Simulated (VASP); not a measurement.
Input of a VASP 6.6.1 run:

The input INCAR:

```
  PREC = Accurate
  ENCUT = 520
  EDIFF = 1E-7
  ISMEAR = -1
  SIGMA = 0.1
  LREAL = F
  LASPH = T
  NELM = 100
  ALGO = Normal
  ISIF = 2
  LWAVE = F
  LCHARG = T
  LELF = T
  LVHAR = T
  NBANDS = 14
```

The input KPOINTS:

```
regular mesh
0
Gamma
  15 15 15
```

The input POSCAR:

```
HfN
1.0
    2.7763260752      0.0000000000      0.0000000000
    0.0000000000      2.7763260752      0.0000000000
    0.0000000000      0.0000000000      2.7763260752
Hf N
1 1
Direct
    0.0000000000      0.0000000000      0.0000000000
    0.5000000000      0.5000000000      0.5000000000
```

Potentials or basis: VASP PAW LDA potentials, release 64 (Hf_pv, N).

Launch:

```sh
$ cat potpaw_LDA.64/Hf_pv/POTCAR potpaw_LDA.64/N/POTCAR > POTCAR
$ mpirun -np 1 vasp_std > vasp.out
```

Question: Estimate the pressure.

Answer: -4.6 GPa.
